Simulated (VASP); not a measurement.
A run of VASP 6.6.1:

File INCAR:

```
SYSTEM = C
PREC = Accurate
ENCUT = 520
EDIFF = 1E-6
ISMEAR = -1
SIGMA = 0.02
LREAL = Auto
LASPH = .True.
NELM = 100
ALGO = Normal
ISIF = 2
LWAVE = .False.
LCHARG = .True.
GGA = PS
LELF = .True.
LVHAR = .True.
NBANDS = 51
```

KPOINTS

```
Automatic mesh
0
Gamma
  2 2 1
  0 0 0
```

Contents of POSCAR:

```
C
1.0
    7.3980000000      0.0000000000      0.0000000000
   -3.6990000000      6.4068560000      0.0000000000
    0.0000000000      0.0000000000     12.0000000000
C
18
Direct
    0.0047309387      0.0026221910      0.0844083333
    0.2174260735      0.1077907791      0.0814916667
   -0.0025787934      0.3326904803      0.1013416667
    0.2227348124      0.4426039855      0.0856666667
   -0.0023333594      0.6644600721      0.0910750000
    0.2216763652      0.7757939308      0.0882833333
    0.3375690295      0.0031996973      0.0800583333
    0.5572027631      0.1073225307      0.0831500000
    0.3316023494      0.3323314899      0.0775250000
    0.5599158065      0.4480824916      0.0728500000
    0.3359985750      0.6710779827      0.0776000000
    0.5518543355      0.7754037238      0.0688666667
    0.6645050808      0.0017325190      0.0815583333
    0.8877088585      0.1155637024      0.0864750000
    0.6695867892      0.3355780121      0.0885416667
    0.8847320835      0.4433219663      0.0993000000
    0.6684675898      0.6689708650      0.0707166667
    0.8891992353      0.7714236125      0.0811000000
```

Potentials or basis: VASP PAW PBE potentials, release 64 (C).

Launch:

```sh
$ cat potpaw_PBE.64/C/POTCAR > POTCAR
$ mpirun -np 1 vasp_std > vasp.out
```

Hardware: 1 thread of Intel(R) Xeon(R) 6975P-C (Granite Rapids), on a shared host.

How long does it take, and how much memory?

Wall time 2.1 min on 1 thread of Intel(R) Xeon(R) 6975P-C (Granite Rapids), with other jobs on the host, peak memory 0.56 GiB. Counts: scf iterations 22, k points 4.
